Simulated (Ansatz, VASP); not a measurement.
# Two plane-wave programs on Al

The input POSCAR:

```
Al
1.0
   -1.5673504096      1.5673504096      1.5912186900
    1.5673504096     -1.5673504096      1.5912186900
    1.5673504096      1.5673504096     -1.5912186900
Al
1
Direct
    0.0000000000      0.0000000000      0.0000000000
```

INCAR.step1

```
SYSTEM = Al
PREC = Accurate
ENCUT = 520
ISMEAR = 0
SIGMA = 0.15
LREAL = .FALSE.
LASPH = .TRUE.
NELM = 60
NBANDS = 8
GGA = PE
ALGO = Normal
EDIFF = 1E-4
LWAVE = .TRUE.
LCHARG = .FALSE.
```

Contents of INCAR.step2:

```
SYSTEM = Al
PREC = Accurate
ENCUT = 520
EDIFF = 1E-7
ISMEAR = 0
SIGMA = 0.15
LREAL = .FALSE.
LASPH = .TRUE.
NELM = 60
ALGO = Normal
ISIF = 2
LWAVE = .FALSE.
LCHARG = .TRUE.
METAGGA = R2SCAN
LMIXTAU = .TRUE.
LELF = .TRUE.
LVHAR = .TRUE.
NBANDS = 8
ISTART = 1
```

The input KPOINTS:

```
regular mesh
0
G
  20 20 20
  0 0 0
```

Input for Ansatz:

```yaml
crystal:
  lattice:
    - [-1.5673504096, 1.5673504096, 1.59121869]
    - [1.5673504096, -1.5673504096, 1.59121869]
    - [1.5673504096, 1.5673504096, -1.59121869]
  atoms:
    - { symbol: Al, position: [0.0, 0.0, 0.0] }
basis:
  ecutwfc: 500
kpoints:
  mp_grid: { grid: [20, 20, 20] }
hamiltonian:
  xc: r2scan
scf:
  occupations: { method: gaussian, width: 0.15 }
output:
  forces: true
  stress: true
  eigenvalues: true
```

Change from the starting cell: strain -0.015 along x and y, +0.000 along z, atoms carried along.

Alike in both runs: task single point; functional r2SCAN; k mesh 20 × 20 × 20; occupations gaussian, width 0.15 eV; no spin polarisation.

|  | VASP | Ansatz |
| --- | --- | --- |
| version | VASP 6.6.1 | Ansatz 0.2.0 |
| potentials or method | VASP PAW PBE potentials, release 64 (Al), cutoff 520 eV | scalar-relativistic, plane waves, PAW |
| valence electrons in the cell | 3 | 3 |

```csv
,VASP,Ansatz,Ansatz less VASP
gap on the k mesh at the Fermi level (eV),none,none,-
pressure (GPa),2.8,3.2,+0.34
"traceless stress, the component that is largest in VASP (GPa)",0.77,0.77,+0.001
```

VASP's potentials were made for PBE, not for r2SCAN. A gap of «none» marks a metal or a gap that the smearing closes. With one functional, cell and mesh, what is left measures potentials, basis and numerics.
